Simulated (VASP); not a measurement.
# MnS (Fm-3m) in VASP: a series of runs

The runs below take MnS through single point, with PBEsol+U.

Everything below comes from runs of VASP 6.6.1. Logs are shortened: lines on timing, memory, paths and dates and some standing lists are left out, and cuts for length are marked.

## Step 1: The cell of the first run

Symmetry: Fm-3m, No. 225, cubic system. Conventional cell: a = 5.224 Å, b = 5.224 Å, c = 5.224 Å, α = 90.00°, β = 90.00°, γ = 90.00°. Mn (site symmetry m-3m) has 6 S at 2.61 Å within 3.4 Å. S (site symmetry m-3m) has 6 Mn at 2.61 Å within 3.4 Å.

## Step 2: Single point, PBEsol+U, collinear spin, ferromagnetic start

File INCAR:

```
SYSTEM = MnS
PREC     = Accurate       ! precision mode
ENCUT    = 520            ! plane-wave cutoff, eV
EDIFF    = 1E-6           ! SCF threshold, eV
ISMEAR   = 0              ! smearing method
SIGMA    = 0.05           ! smearing width, eV
LREAL    = .FALSE.        ! projectors in reciprocal space
LASPH    = .TRUE.         ! aspherical terms in the spheres
NELM     = 150            ! most SCF steps
ALGO     = Normal         ! electronic algorithm
ISIF     = 2              ! what is computed and relaxed
LWAVE    = .FALSE.        ! write WAVECAR
LCHARG   = .TRUE.         ! write CHGCAR
ISPIN    = 2              ! spin polarisation
MAGMOM   = 5 5 0 0        ! initial moments
LORBIT   = 11             ! projections on sites
LMAXMIX  = 4              ! l up to which the mixer works
LDAU     = .TRUE.         ! DFT+U
LDAUTYPE = 2            
LDAUL    = 2 -1           ! shell
LDAUU    = 7 0            ! U, eV
LDAUJ    = 0 0          
LDAUPRINT= 1            
GGA      = PS             ! functional
LELF     = .TRUE.         ! ELF
LVHAR    = .TRUE.       
NBANDS   = 31             ! bands
```

File KPOINTS:

```
Automatic mesh
0
G
  6 6 6
  0 0 0
```

File POSCAR:

```
MnS
1.0
    0.0000000000      2.6122498900      2.6122498900
    5.2244997800      2.6122498900      2.6122498900
    5.2244997800      5.2244997800      0.0000000000
Mn S
2 2
Direct
    0.0000000000      0.0000000000      0.0000000000
    0.0000000000      0.0000000000      0.5000000000
    0.5000000000      0.5000000000      0.0000000000
    0.5000000000      0.5000000000      0.5000000000
```

Potentials or basis: VASP PAW PBE potentials, release 64 (Mn_pv, S).

On the command line:

```sh
> cat potpaw_PBE.64/Mn_pv/POTCAR potpaw_PBE.64/S/POTCAR > POTCAR
> mpirun -np 1 vasp_std > vasp.out
```

OUTCAR:

```text
SYSTEM = MnS
   PREC = Accurate
   ENCUT = 520
   EDIFF = 1E-6
   ISMEAR = 0
   LREAL = .FALSE.
   LASPH = .TRUE.
   NELM = 150
   ISIF = 2
   ISPIN = 2
   LORBIT = 11
   GGA = PS

 ion  position               nearest neighbor table
   1  0.000  0.000  0.000-   4 2.61   3 2.61   4 2.61   3 2.61   4 2.61   4 2.61
   2  0.000  0.000  0.500-   3 2.61   3 2.61   4 2.61   4 2.61   3 2.61   3 2.61
   3  0.500  0.500  0.000-   2 2.61   1 2.61   2 2.61   1 2.61   2 2.61   2 2.61
   4  0.500  0.500  0.500-   1 2.61   1 2.61   2 2.61   2 2.61   1 2.61   1 2.61

  LATTYP: Found a simple tetragonal cell.
 ALAT       =     3.6942792227
 C/A-ratio  =     1.4142135624

  Lattice vectors:

 A1 = (   0.0000000000,  -2.6122498900,   2.6122498900)
 A2 = (   0.0000000000,  -2.6122498900,  -2.6122498900)
 A3 = (   5.2244997800,   0.0000000000,   0.0000000000)

Analysis of symmetry for initial positions (statically):
=====================================================================
 Subroutine PRICEL returns following result:

  LATTYP: Found a face centered cubic cell.
 ALAT       =     5.2244997800
[... 12 lines left out ...]
 Subroutine GETGRP returns: Found 16 space group operations
 (whereof 16 operations were pure point group operations)
 out of a pool of 16 trial point group operations.

The static configuration has the point symmetry D_4h.

Analysis of symmetry for dynamics (positions and initial velocities):
=====================================================================
 Subroutine PRICEL returns following result:

  LATTYP: Found a face centered cubic cell.
 ALAT       =     5.2244997800
[... 12 lines left out ...]
 Subroutine GETGRP returns: Found 16 space group operations
 (whereof 16 operations were pure point group operations)
 out of a pool of 16 trial point group operations.

The dynamic configuration has the point symmetry D_4h.

Analysis of structural, dynamic, and magnetic symmetry:
=====================================================================
 Subroutine PRICEL returns following result:

  LATTYP: Found a face centered cubic cell.
 ALAT       =     5.2244997800
[... 12 lines left out ...]
 Subroutine GETGRP returns: Found 16 space group operations
 (whereof 16 operations were pure point group operations)
 out of a pool of 16 trial point group operations.

The overall configuration has the point symmetry D_4h.

 Subroutine INISYM returns: Found 16 space group operations
 (whereof 16 operations are pure point group operations),
 and found     2 'primitive' translations

----------------------------------------------------------------------------------------

                                     Primitive cell

  volume of cell :      35.6512

  direct lattice vectors                    reciprocal lattice vectors
    -2.612249890  2.612249890 -0.000000000    -0.191405884  0.191405884 -0.191405884
    -2.612249890  0.000000000  2.612249890    -0.191405884 -0.191405884  0.191405884
     0.000000000  2.612249890  2.612249890     0.191405884  0.191405884  0.191405884

  length of vectors
     3.694279223  3.694279223  3.694279223     0.331524716  0.331524716  0.331524716

  position of ions in fractional coordinates (direct lattice)
     0.000000000  0.000000000  0.000000000
     0.500000000  0.500000000  0.500000000

[... 137 lines left out ...]
 -0.0000  0.0000 -0.0000  0.0111 -0.0000
 -0.0000 -0.0000  0.0000 -0.0000  0.0563

 occupancies and eigenvectors

  o =  0.0110  v =  0.0000  0.0000  0.0000  0.0000  0.0000 -0.0000 -1.0000  0.0000  0.0000 -0.0000      0.0000  0.0000  0.0000  0.0000  0.0000  0.0000  0.0000  0.0000  0.0000  0.0000
  o =  0.0111  v =  0.0000  0.0000  0.0000  0.0000  0.0000  0.9997  0.0000  0.0000  0.0240  0.0000      0.0000  0.0000  0.0000  0.0000  0.0000  0.0000  0.0000  0.0000  0.0000  0.0000
  o =  0.0111  v =  0.0000  0.0000  0.0000  0.0000  0.0000  0.0240 -0.0000 -0.0000 -0.9997 -0.0000      0.0000  0.0000  0.0000  0.0000  0.0000  0.0000  0.0000  0.0000  0.0000  0.0000
  o =  0.0563  v =  0.0000  0.0000  0.0000  0.0000  0.0000  0.0000 -0.0000  0.5000 -0.0000 -0.8660      0.0000  0.0000  0.0000  0.0000  0.0000  0.0000  0.0000  0.0000  0.0000  0.0000
  o =  0.0564  v =  0.0000  0.0000  0.0000  0.0000  0.0000 -0.0000  0.0000  0.8660  0.0000  0.5000      0.0000  0.0000  0.0000  0.0000  0.0000  0.0000  0.0000  0.0000  0.0000  0.0000
  o =  0.9427  v =  0.0000 -1.0000  0.0000 -0.0000 -0.0000  0.0000  0.0000  0.0000  0.0000  0.0000      0.0000  0.0000  0.0000  0.0000  0.0000  0.0000  0.0000  0.0000  0.0000  0.0000
  o =  0.9427  v =  1.0000  0.0000  0.0000  0.0000  0.0000  0.0000  0.0000  0.0000  0.0000  0.0000      0.0000  0.0000  0.0000  0.0000  0.0000  0.0000  0.0000  0.0000  0.0000  0.0000
  o =  0.9427  v =  0.0000  0.0000 -0.0000 -1.0000  0.0000  0.0000  0.0000  0.0000  0.0000  0.0000      0.0000  0.0000  0.0000  0.0000  0.0000  0.0000  0.0000  0.0000  0.0000  0.0000
  o =  0.9648  v =  0.0000  0.0000  0.5000 -0.0000 -0.8660  0.0000  0.0000  0.0000  0.0000  0.0000      0.0000  0.0000  0.0000  0.0000  0.0000  0.0000  0.0000  0.0000  0.0000  0.0000
  o =  0.9650  v =  0.0000  0.0000  0.8660 -0.0000  0.5000  0.0000  0.0000  0.0000  0.0000  0.0000      0.0000  0.0000  0.0000  0.0000  0.0000  0.0000  0.0000  0.0000  0.0000  0.0000

atom =   2  type =  1  l = 2

 onsite density matrix

spin component  1

  0.9427  0.0000  0.0000 -0.0000  0.0000
  0.0000  0.9427  0.0000 -0.0000  0.0000
  0.0000  0.0000  0.9649 -0.0000  0.0001
 -0.0000 -0.0000 -0.0000  0.9427  0.0000
  0.0000  0.0000  0.0001  0.0000  0.9649

spin component  2

  0.0111 -0.0000 -0.0000 -0.0000 -0.0000
 -0.0000  0.0110 -0.0000  0.0000 -0.0000
 -0.0000 -0.0000  0.0563  0.0000  0.0000
 -0.0000  0.0000  0.0000  0.0111  0.0000
 -0.0000 -0.0000  0.0000  0.0000  0.0563

 occupancies and eigenvectors

  o =  0.0110  v =  0.0000  0.0000  0.0000  0.0000  0.0000 -0.0000 -1.0000 -0.0000 -0.0000 -0.0000      0.0000  0.0000  0.0000  0.0000  0.0000  0.0000  0.0000  0.0000  0.0000  0.0000
  o =  0.0111  v =  0.0000  0.0000  0.0000  0.0000  0.0000 -0.0232  0.0000 -0.0000 -0.9997 -0.0000      0.0000  0.0000  0.0000  0.0000  0.0000  0.0000  0.0000  0.0000  0.0000  0.0000
  o =  0.0111  v =  0.0000  0.0000  0.0000  0.0000  0.0000  0.9997 -0.0000  0.0000 -0.0232  0.0000      0.0000  0.0000  0.0000  0.0000  0.0000  0.0000  0.0000  0.0000  0.0000  0.0000
  o =  0.0563  v =  0.0000  0.0000  0.0000  0.0000  0.0000  0.0000  0.0000  0.5000  0.0000 -0.8660      0.0000  0.0000  0.0000  0.0000  0.0000  0.0000  0.0000  0.0000  0.0000  0.0000
  o =  0.0564  v =  0.0000  0.0000  0.0000  0.0000  0.0000 -0.0000 -0.0000  0.8660 -0.0000  0.5000      0.0000  0.0000  0.0000  0.0000  0.0000  0.0000  0.0000  0.0000  0.0000  0.0000
  o =  0.9427  v =  0.0000 -1.0000 -0.0000 -0.0000 -0.0000  0.0000  0.0000  0.0000  0.0000  0.0000      0.0000  0.0000  0.0000  0.0000  0.0000  0.0000  0.0000  0.0000  0.0000  0.0000
  o =  0.9427  v =  0.0000  0.0000  0.0000 -1.0000 -0.0000  0.0000  0.0000  0.0000  0.0000  0.0000      0.0000  0.0000  0.0000  0.0000  0.0000  0.0000  0.0000  0.0000  0.0000  0.0000
  o =  0.9427  v =  1.0000  0.0000  0.0000  0.0000  0.0000  0.0000  0.0000  0.0000  0.0000  0.0000      0.0000  0.0000  0.0000  0.0000  0.0000  0.0000  0.0000  0.0000  0.0000  0.0000
  o =  0.9648  v =  0.0000 -0.0000  0.5000  0.0000 -0.8660  0.0000  0.0000  0.0000  0.0000  0.0000      0.0000  0.0000  0.0000  0.0000  0.0000  0.0000  0.0000  0.0000  0.0000  0.0000
  o =  0.9650  v =  0.0000 -0.0000  0.8660  0.0000  0.5000  0.0000  0.0000  0.0000  0.0000  0.0000      0.0000  0.0000  0.0000  0.0000  0.0000  0.0000  0.0000  0.0000  0.0000  0.0000

 number of electron      37.9999988 magnetization       9.9999995

 Free energy of the ion-electron system (eV)
  ---------------------------------------------------
  ext. energy  EPLUGINS =         0.00000000
  ---------------------------------------------------
  free energy    TOTEN  =       -26.17283287 eV

  energy without entropy =      -26.17283287  energy(sigma->0) =      -26.17283287

 E-fermi :   6.3091     XC(G=0): -10.7195

 val. band max:        5.9226514183   @ k =   0.5000   0.0000   0.0000
 cond. band min:       7.1712256408   @ k =   0.5000   0.5000   0.0000
 fundamental gap:      1.2485742224
 Fermi energy:         6.3090585865

 spin component 1

 k-point     1 :       0.0000    0.0000    0.0000
  band No.  band energies     occupation
      1     -44.3246      1.00000
      2     -44.3204      1.00000
      3     -44.3204      1.00000
      4     -44.3175      1.00000
      5     -44.3174      1.00000
      6     -44.3174      1.00000
[... 1625 lines left out ...]
     30      15.0203      0.00000
     31      15.8756      0.00000

 [... further k-points ...]

------------------------ aborting loop because EDIFF is reached ----------------------------------------

  FORCE on cell =-STRESS in cart. coord.  units (eV):
  Direction    XX          YY          ZZ          XY          YZ          ZX
  --------------------------------------------------------------------------------------
  -------------------------------------------------------------------------------------
  Total        0.7713182      0.7968787      0.7968787      0.0000000      0.0000000      0.0000000
  in kB       17.3316533     17.9060036     17.9060036      0.0000000      0.0000000      0.0000000
  external PRESSURE =      17.7145535 kB  Pullay stress =       0.0000000 kB

 VOLUME and BASIS-vectors are now :
 -----------------------------------------------------------------------------
  energy-cutoff  :      520.00
  volume of cell :       71.30
      direct lattice vectors                 reciprocal lattice vectors
     0.000000000  2.612249890  2.612249890    -0.191405884  0.191405884  0.191405884
     5.224499780  2.612249890  2.612249890     0.191405884 -0.191405884  0.191405884
     5.224499780  5.224499780  0.000000000     0.000000000  0.191405884 -0.191405884

 POSITION                                       TOTAL-FORCE (eV/Angst)
 -----------------------------------------------------------------------------------
      0.00000      0.00000      0.00000        -0.000000      0.000000     -0.000000
      2.61225      2.61225      0.00000        -0.000000      0.000000     -0.000000
      2.61225      2.61225      2.61225         0.000000     -0.000000     -0.000000
      5.22450      5.22450      2.61225         0.000000      0.000000      0.000000
 -----------------------------------------------------------------------------------
    total drift:                                0.000000      0.000000      0.000000

  FREE ENERGIE OF THE ION-ELECTRON SYSTEM (eV)
  ---------------------------------------------------
  free  energy   TOTEN  =       -26.1728328661 eV

  energy  without entropy=      -26.1728328661  energy(sigma->0) =      -26.17283287

 total charge

# of ion       s       p       d       tot
------------------------------------------
    1        0.222   6.175   4.886  11.283
    2        0.222   6.175   4.886  11.283
    3        1.314   2.451   0.000   3.765
    4        1.314   2.451   0.000   3.765
--------------------------------------------------
tot          3.072  17.252   9.772  30.096

 magnetization (x)

# of ion       s       p       d       tot
------------------------------------------
    1        0.045   0.037   4.601   4.683
    2        0.045   0.037   4.601   4.683
    3        0.015   0.024   0.000   0.039
    4        0.015   0.024   0.000   0.039
--------------------------------------------------
tot          0.119   0.121   9.203   9.443
```

It took 2.3 min on 1 thread of Intel Xeon 6975P-C (Granite Rapids), shared host; peak memory 0.38 GiB.

What came out:

```yaml
Free_energy: -26.1728 eV
Pressure: 1.8 GPa
Band_gap_on_the_k_mesh: 1.25 eV
Net_moment: 10.00 μB per cell
Site_moments: Mn +4.68; S +0.04 μB
Valence_electrons_inside_the_program's_atomic_spheres: Mn 11.28; S 3.77
```

Levels at points of the mesh, in eV from the valence-band top:
Spin up:
```tsv
k point	band 22	band 23	band 24	band 25	band 26	band 27
(0.00, 0.00, 0.00)	-1.03	-1.03	-1.03	1.25	2.19	5.18
(0.50, 0.00, 0.00)	0.00	0.00	0.00	3.29	3.29	5.86
(0.50, 0.50, 0.00)	-2.71	-2.71	-2.71	1.25	1.25	5.18
(0.00, 0.00, 0.50)	-2.70	-0.19	-0.19	4.62	4.62	6.65
(0.50, 0.00, 0.50)	-3.74	-2.81	-2.81	4.44	4.44	7.10
(0.00, 0.50, 0.50)	-1.76	-1.76	-1.76	4.00	4.00	6.16
```
Spin down:
| k point | band 11 | band 12 | band 13 | band 14 | band 15 | band 16 | band 17 | band 18 |
| --- | --- | --- | --- | --- | --- | --- | --- | --- |
| (0.00, 0.00, 0.00) | -2.43 | -0.87 | -0.87 | -0.87 | 1.49 | 2.75 | 3.24 | 3.36 |
| (0.50, 0.00, 0.00) | -2.03 | -2.03 | -2.03 | -2.03 | 3.85 | 3.85 | 4.96 | 4.96 |
| (0.50, 0.50, 0.00) | -2.43 | -2.43 | -2.43 | -2.43 | 1.49 | 1.49 | 2.75 | 2.75 |
| (0.00, 0.00, 0.50) | -3.17 | -3.17 | -2.01 | -2.01 | 4.08 | 4.08 | 4.48 | 4.48 |
| (0.50, 0.00, 0.50) | -3.98 | -3.98 | -3.23 | -3.23 | 3.69 | 3.69 | 4.12 | 4.12 |
| (0.00, 0.50, 0.50) | -1.82 | -1.82 | -1.82 | -1.82 | 2.30 | 2.30 | 3.84 | 3.84 |

Eigenvalues of the final occupation matrices:
| site | spin | trace | eigenvalues |
| --- | --- | --- | --- |
| site 1 d | 1 | 4.76 | 0.94 0.94 0.94 0.96 0.96 |
| site 1 d | 2 | 0.15 | 0.01 0.01 0.01 0.06 0.06 |
| site 2 d | 1 | 4.76 | 0.94 0.94 0.94 0.96 0.96 |
| site 2 d | 2 | 0.15 | 0.01 0.01 0.01 0.06 0.06 |

Caveat: the PAW data sets were made with another functional, which shifts forces and pressure a little; only a ferromagnetic start was run, and an antiferromagnetic order may lie lower in energy. A k mesh can miss the band edges.

(Part 1 of 2 ends here.)
